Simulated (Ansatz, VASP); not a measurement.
# Two plane-wave programs on BP

```xyz
2
Lattice="0.0000 2.2453 2.2453 2.2453 0.0000 2.2453 2.2453 2.2453 0.0000" Properties=species:S:1:pos:R:3 pbc="T T T"
B     0.0000    0.0000    0.0000
P     3.3680    3.3680    3.3680
```

Alike in both runs: task single point; functional LDA; k mesh 10 × 10 × 10; occupations gaussian, width 0.02 eV; no spin polarisation.

|  | VASP | Ansatz |
| --- | --- | --- |
| version | VASP 6.6.1 | Ansatz 0.2.0 |
| potentials or method | VASP PAW LDA potentials, release 64 (B, P), cutoff 500 eV | scalar-relativistic, plane waves, PAW |
| valence electrons in the cell | 8 | 8 |

VASP gave:

```
gap on the k mesh at the Fermi level (eV) : 1.15
least direct gap on the mesh (eV)         : 3.43
pressure (GPa)                            : -0.1
```

Task: What did Ansatz give for the same quantities?

Result: gap on the k mesh at the Fermi level (eV): 1.15; least direct gap on the mesh (eV): 3.43; pressure (GPa): 0.0.

Ansatz warns that its potentials were made for another functional, while VASP's fit it. LDA's correlation is that of Perdew and Zunger in VASP and of Perdew and Wang (1992) in Ansatz.
